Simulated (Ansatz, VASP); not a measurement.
**C in VASP and in Ansatz**

File INCAR:

```
SYSTEM = C
PREC = Accurate
ENCUT = 520
EDIFF = 1E-6
ISMEAR = 0
SIGMA = 0.05
LREAL = .False.
LASPH = .True.
NELM = 80
ALGO = Normal
ISIF = 2
LWAVE = .False.
LCHARG = .True.
LELF = .True.
LVHAR = .True.
NBANDS = 11
```

KPOINTS

```
regular mesh
0
Gamma
  12 12 12
  0 0 0
```

The input POSCAR:

```
C
1.0
    0.0000000000      1.9644192436      1.7657701066
    1.5671209696      0.0000000000      1.7657701066
    1.5671209696      1.9644192436      0.0000000000
C
2
Direct
    0.5000000000      0.5000000000      0.5000000000
    0.7500000000      0.7500000000      0.7500000000
```

Input for Ansatz:

```yaml
crystal:
  lattice:
    - [0.0, 1.9644192436, 1.7657701066]
    - [1.5671209696, 0.0, 1.7657701066]
    - [1.5671209696, 1.9644192436, 0.0]
  atoms:
    - { symbol: C, position: [0.5, 0.5, 0.5] }
    - { symbol: C, position: [0.75, 0.75, 0.75] }
basis:
  ecutwfc: 520.0
kpoints:
  mp_grid: { grid: [12, 12, 12] }
hamiltonian:
  xc: lda
  pseudopotentials: { kind: paw, azcp: { folder: soft_1 } }
scf:
  occupations: { method: gaussian, width: 0.05 }
output:
  forces: true
  stress: true
  eigenvalues: true
  write_density: true
  write_potential: true
  elf: true
  volumetric_format: npy
```

Change from the starting cell: strain +e along x and -e along y -0.1125, strain +e along z and -e/2 along x and y +0.0000.

Alike in both runs: task single point; functional LDA; k mesh 12 × 12 × 12; occupations gaussian, width 0.05 eV; no spin polarisation.

|  | VASP | Ansatz |
| --- | --- | --- |
| version | VASP 6.6.1 | Ansatz 0.2.0 |
| potentials or method | VASP PAW LDA potentials, release 64 (C), cutoff 520 eV | scalar-relativistic, plane waves, PAW |
| valence electrons in the cell | 8 | 8 |

Ansatz gave:

| Quantity | Value |
| --- | --- |
| gap on the k mesh at the Fermi level (eV) | none |
| pressure (GPa) | 6.7 |
| traceless stress, the component that is largest in VASP (GPa) | -117.15 |

Task: Estimate VASP's values.

Result: gap on the k mesh at the Fermi level (eV): none; pressure (GPa): 8.4; traceless stress, the component that is largest in VASP (GPa): -116.96.

Ansatz warns that its potentials were made for another functional, while VASP's fit it. LDA's correlation is that of Perdew and Zunger in VASP and of Perdew and Wang (1992) in Ansatz. A gap of «none» marks a metal or a gap that the smearing closes.
